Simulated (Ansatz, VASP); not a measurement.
# Two plane-wave programs on BaTiO3

```
CELL_PARAMETERS angstrom
-4.13151 -4.13151 0.00000
-4.13151 4.13151 0.00000
0.00000 0.00000 -4.13151
ATOMIC_POSITIONS crystal
O 0.00000 0.00000 0.50000
O 0.50000 0.50000 0.50000
O 0.75000 0.75000 0.00000
O 0.25000 0.25000 0.00000
O 0.75000 0.25000 0.00000
O 0.25000 0.75000 0.00000
Ti 0.00000 0.50000 0.50000
Ti 0.50000 0.00000 0.50000
Ba 0.00000 0.00000 0.00000
Ba 0.50000 0.50000 0.00000
```

Alike in both runs: functional r2SCAN; k mesh 4 × 4 × 6; collinear spin.

Ansatz relaxed the structure, and its values are those at the end. VASP's run is a single point on that final structure, the one shown.

|  | VASP | Ansatz |
| --- | --- | --- |
| version | VASP 6.6.1 | Ansatz 0.2.0 |
| potentials or method | VASP PAW PBE potentials, release 64 (O, Ti_sv, Ba_sv), cutoff 520 eV | PAW plane waves |
| occupations | fermi-dirac, width 0.1 eV | fermi-dirac |
| valence electrons in the cell | 80 | 80 |

VASP gave:

```
net moment per atom (μB)                                      : 0.49
size of the moment on the site where the two differ most (μB) : 1.84
```

**Question.** Which values does Ansatz return?

**Answer.** net moment per atom (μB): 0.48; size of the moment on the site where the two differ most (μB): 1.87.

VASP's potentials were made for PBE, not for r2SCAN. Site moments also hang on the region over which each program counts them. Ansatz's warnings: stress scf threshold loose.

Neither program's run includes spin-orbit coupling.
